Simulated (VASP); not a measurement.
# PbO (P6_3mc) in VASP: a series of runs, part 2 of 2

VASP 6.6.1. Earlier steps stand in the parts before.

**3. Single point, PBE (21.68 Å³/atom)**

This run uses another cell than the first one, of 21.68 Å³/atom.

File INCAR:

```
  PREC = Accurate
  ENCUT = 520
  EDIFF = 1E-7
  ISMEAR = 0
  SIGMA = 0.01
  LREAL = F
  LASPH = T
  NELM = 80
  ALGO = Normal
  ISIF = 2
  LWAVE = F
  LCHARG = F
  GGA = PE
  NBANDS = 28
```

File KPOINTS:

```
Automatic mesh
0
Gamma
  6 6 4
```

File POSCAR:

```
PbO
1.0
    4.1559736389      0.0000000000      0.0000000000
   -2.0779868194      3.5991787488      0.0000000000
    0.0000000000      0.0000000000      5.7964299060
Pb O
2 2
Direct
    0.3333333333      0.6666666667     -0.0141857210
    0.6666666667      0.3333333333      0.4858142790
    0.3333333333      0.6666666667      0.3891857210
    0.6666666667      0.3333333333      0.8891857210
```

Potentials or basis: VASP PAW PBE potentials, release 64 (Pb_d, O).

The run is started by

```sh
cat potpaw_PBE.64/Pb_d/POTCAR potpaw_PBE.64/O/POTCAR > POTCAR
mpirun -np 1 vasp_std > vasp.out
```

It took 24 s on 1 thread of Intel Xeon 6975P-C (Granite Rapids), shared host; peak memory 0.22 GiB.

Results (log left out):

```yaml
Free_energy: -20.8709 eV
Pressure: 2.1 GPa
Largest_force: 0.088 eV/Å
Band_gap_on_the_k_mesh: 2.00 eV (least direct gap 2.29 eV)
```

Forces in eV/Å, atoms in the order of the input:
```
Pb   0.000  0.000 -0.088
Pb   0.000  0.000 -0.088
O    0.000  0.000  0.088
O    0.000  0.000  0.088
```

Stress tensor (GPa, compression positive):
```
2.06 0.00 0.00
0.00 2.06 0.00
0.00 0.00 2.19
```

Levels at points of the mesh, in eV from the valence-band top:
```csv
k point,band 16,band 17,band 18,band 19,band 20,band 21,band 22,band 23,band 24,band 25
"(0.00, 0.00, 0.00)",-2.74,-2.74,-2.05,-2.05,-2.02,3.66,4.87,4.87,5.54,5.54
"(0.50, 0.00, 0.00)",-3.52,-2.87,-2.45,-0.89,-0.54,2.23,3.32,4.77,5.52,5.75
"(0.00, 0.00, 0.50)",-2.39,-2.39,-2.39,-1.61,-1.61,3.60,3.60,5.03,5.03,5.03
"(0.50, 0.00, 0.50)",-2.99,-2.65,-2.65,-0.65,-0.65,2.00,2.00,4.92,4.92,5.77
```

Caveat: spin-orbit coupling is left out, which moves the levels of the heavy elements.

**4. Single point, PBE**

This run uses another cell than the first one, of 22.35 Å³/atom.

File INCAR:

```
SYSTEM = PbO
  PREC = Accurate
  ENCUT = 520
  EDIFF = 1E-6
  ISMEAR = 0
  SIGMA = 0.01
  LREAL = .False.
  LASPH = .True.
  NELM = 100
  ALGO = Normal
  ISIF = 2
  LWAVE = .False.
  LCHARG = .False.
  GGA = PE
  NBANDS = 28
```

File KPOINTS:

```
regular mesh
0
Gamma
  6 6 4
  0 0 0
```

File POSCAR:

```
PbO
1.0
    4.1983844624      0.0000000000      0.0000000000
   -2.0991922312      3.6359075993      0.0000000000
    0.0000000000      0.0000000000      5.8555812354
Pb O
2 2
Direct
    0.3333333333      0.6666666667     -0.0141857210
    0.6666666667      0.3333333333      0.4858142790
    0.3333333333      0.6666666667      0.3891857210
    0.6666666667      0.3333333333      0.8891857210
```

The run is started by

```sh
cat potpaw_PBE.64/Pb_d/POTCAR potpaw_PBE.64/O/POTCAR > POTCAR
mpirun -np 1 vasp_std > vasp.out
```

Wall time 25 s (1 thread of Intel Xeon 6975P-C (Granite Rapids), shared host); peak memory 0.22 GiB.

The run converged. Its results:

| Property | Result |
| --- | --- |
| Free energy | -20.8901 eV |
| Pressure | 0.0 GPa |
| Largest force | 0.011 eV/Å |
| Band gap on the k mesh | 2.02 eV (least direct gap 2.30 eV) |

Forces in eV/Å, atoms in the order of the input:
```
Pb   0.000  0.000 -0.011
Pb   0.000  0.000 -0.011
O    0.000  0.000  0.011
O    0.000  0.000  0.011
```

Levels at points of the mesh, in eV from the valence-band top:
```csv
k point,band 18,band 19,band 20,band 21,band 22,band 23
"(0.00, 0.00, 0.00)",-1.90,-1.90,-1.87,3.66,4.83,4.83
"(0.50, 0.00, 0.00)",-2.29,-0.82,-0.51,2.27,3.32,4.72
"(0.00, 0.00, 0.50)",-2.23,-1.52,-1.52,3.58,3.58,4.98
"(0.50, 0.00, 0.50)",-2.49,-0.62,-0.62,2.02,2.02,4.90
```

Caveat: spin-orbit coupling is left out, which moves the levels of the heavy elements. A k mesh can miss the band edges.

**5. Single point, PBE (23.02 Å³/atom)**

This run uses another cell than the first one, of 23.02 Å³/atom.

File INCAR:

```
SYSTEM = PbO
PREC = Accurate ; ENCUT = 520
EDIFF = 1E-7 ; ISMEAR = 0
SIGMA = 0.01 ; LREAL = .FALSE.
LASPH = .TRUE. ; NELM = 80
ALGO = Normal ; ISIF = 2
LWAVE = .FALSE. ; LCHARG = .TRUE.
GGA = PE ; LELF = .TRUE.
LVHAR = .TRUE. ; NBANDS = 28
```

File KPOINTS:

```
regular mesh
0
G
  6 6 4
  0 0 0
```

File POSCAR:

```
PbO
1.0
    4.2399553290      0.0000000000      0.0000000000
   -2.1199776644      3.6719090258      0.0000000000
    0.0000000000      0.0000000000      5.9135610579
Pb O
2 2
Direct
    0.3333333333      0.6666666667     -0.0141857210
    0.6666666667      0.3333333333      0.4858142790
    0.3333333333      0.6666666667      0.3891857210
    0.6666666667      0.3333333333      0.8891857210
```

Potentials or basis: VASP PAW PBE potentials, release 64 (Pb_d, O).

The run is started by

```sh
cat potpaw_PBE.64/Pb_d/POTCAR potpaw_PBE.64/O/POTCAR > POTCAR
mpirun -np 1 vasp_std > vasp.out
```

OUTCAR:

```text
SYSTEM = PbO
   PREC = Accurate
   ENCUT = 520
   EDIFF = 1E-7
   ISMEAR = 0
   LREAL = .FALSE.
   LASPH = .TRUE.
   NELM = 80
   ISIF = 2
   GGA = PE

 ion  position               nearest neighbor table
   1  0.333  0.667  0.986-   3 2.39   4 2.51   4 2.51   4 2.51   2 3.84   2 3.84   2 3.84   2 3.84
                             2 3.84   2 3.84
   2  0.667  0.333  0.486-   4 2.39   3 2.51   3 2.51   3 2.51   1 3.84   1 3.84   1 3.84   1 3.84
                             1 3.84   1 3.84
   3  0.333  0.667  0.389-   1 2.39   2 2.51   2 2.51   2 2.51
   4  0.667  0.333  0.889-   2 2.39   1 2.51   1 2.51   1 2.51

[... 850 lines left out ...]
  -------------------------------------------------------------------------------------
  Total       -1.0456339     -1.0456339     -1.0666771     -0.0000000      0.0000000      0.0000000
  in kB      -18.1965039    -18.1965039    -18.5627052     -0.0000000      0.0000000      0.0000000
  external PRESSURE =     -18.3185710 kB  Pullay stress =       0.0000000 kB

 VOLUME and BASIS-vectors are now :
 -----------------------------------------------------------------------------
  energy-cutoff  :      520.00
  volume of cell :       92.07
      direct lattice vectors                 reciprocal lattice vectors
     4.239955329  0.000000000  0.000000000     0.235851541  0.136168951  0.000000000
    -2.119977664  3.671909026  0.000000000     0.000000000  0.272337902  0.000000000
     0.000000000  0.000000000  5.913561058     0.000000000  0.000000000  0.169102845

 POSITION                                       TOTAL-FORCE (eV/Angst)
 -----------------------------------------------------------------------------------
     -0.00000      2.44794      5.82967         0.000000      0.000000      0.057479
      2.11998      1.22397      2.87289        -0.000000      0.000000      0.057479
     -0.00000      2.44794      2.30147         0.000000     -0.000000     -0.057479
      2.11998      1.22397      5.25825        -0.000000      0.000000     -0.057479
 -----------------------------------------------------------------------------------
    total drift:                               -0.000001     -0.000000      0.000687

  FREE ENERGIE OF THE ION-ELECTRON SYSTEM (eV)
  ---------------------------------------------------
  free  energy   TOTEN  =       -20.8764550439 eV

  energy  without entropy=      -20.8764550439  energy(sigma->0) =      -20.87645504
```

stdout:

```text
POSCAR found type information on POSCAR PbO
 POSCAR found :  2 types and       4 ions
 scaLAPACK will be used
 LDA part: xc-table for (Slater+PW92), standard interpolation
 POSCAR, INCAR and KPOINTS ok, starting setup
 FFT: planning ... GRIDC
 FFT: planning ... GRID_SOFT
 FFT: planning ... GRID
 WAVECAR not read
 entering main loop
```

Wall time 26 s (1 thread of Intel Xeon 6975P-C (Granite Rapids), shared host); peak memory 0.22 GiB.

What came out:

- Free energy: -20.8765 eV
- Pressure: -1.8 GPa
- Largest force: 0.057 eV/Å
- Band gap on the k mesh: 2.02 eV (least direct gap 2.30 eV)

Forces in eV/Å, atoms in the order of the input:
```
Pb   0.000  0.000  0.057
Pb   0.000  0.000  0.057
O    0.000  0.000 -0.057
O    0.000  0.000 -0.057
```

Caveat: spin-orbit coupling is left out, which moves the levels of the heavy elements. A k mesh can miss the band edges.

**6. Overview**

| cell | gap on the mesh (eV) | pressure (GPa) | largest force (eV/Å) |
| --- | --- | --- | --- |
| a = 4.113, b = 4.113, c = 5.736 Å, angles 90.0, 90.0, 120.0°, 4 atoms | 1.97 | 4.6 | 0.17 |
| a = 4.156, b = 4.156, c = 5.796 Å, angles 90.0, 90.0, 120.0°, 4 atoms | 2.00 | 2.1 | 0.09 |
| a = 4.198, b = 4.198, c = 5.856 Å, angles 90.0, 90.0, 120.0°, 4 atoms | 2.02 | 0.0 | 0.01 |
| a = 4.240, b = 4.240, c = 5.914 Å, angles 90.0, 90.0, 120.0°, 4 atoms | 2.02 | -1.8 | 0.06 |

Alike in all rows: task single point; level PBE; potentials or basis VASP PAW PBE potentials, release 64 (Pb_d, O); no spin polarisation; k mesh 6 × 6 × 4; cutoff (eV) 520; smearing gaussian 0.01 eV.

Caveats: spin-orbit coupling is left out, which moves the levels of the heavy elements; the cell stands under pressure (at least some runs).

Total energies depend on the potentials used, so only differences within one code and one set of settings carry meaning.
